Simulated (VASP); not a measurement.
The system is Rb.

```
Rb
1.0
    -2.80250    2.80250    2.80250
     2.80250   -2.80250    2.80250
     2.80250    2.80250   -2.80250
Rb
1
Direct
  0.00000 0.00000 0.00000
```

| Quantity | Value |
| --- | --- |
| Program | VASP 6.6.1 |
| Task | relaxation of cell and atoms |
| Functional | revPBE |
| Dispersion | D4 |
| Potentials or basis | VASP PAW PBE potentials, release 64 (Rb_sv) |
| Cutoff | 600 eV |
| k mesh | 7 × 7 × 7 |
| Occupations | fermi-dirac, width 0.05 eV |
| Spin | no spin polarisation |

At the start: pressure 0.2 GPa; volume 88.04 Å³/atom.

**Question.** How do energy, volume and symmetry change on relaxing?

**Answer.** Over 3 steps the energy falls by 3.6 meV/atom and the volume is 93.49 Å³/atom (+6.2 %); space group Im-3m (No. 229, to 0.05 Å).

Step by step:
```tsv
step	energy change (eV)	largest force (eV/Å)	pressure (GPa)	volume (Å³)
1	0.0000	0.0000	0.20	88.04
2	-0.0015	0.0000	0.15	89.46
3	-0.0036	0.0000	0.02	93.49
```

Final structure:
```
Rb
1.0
    -2.85912    2.85912    2.85912
     2.85912   -2.85912    2.85912
     2.85912    2.85912   -2.85912
Rb
1
Direct
  0.00000 0.00000 0.00000
```

Caveat: the PAW data sets were made with another functional, which shifts forces and pressure a little; pairwise dispersion overbinds metals, which lowers pressure and volume.
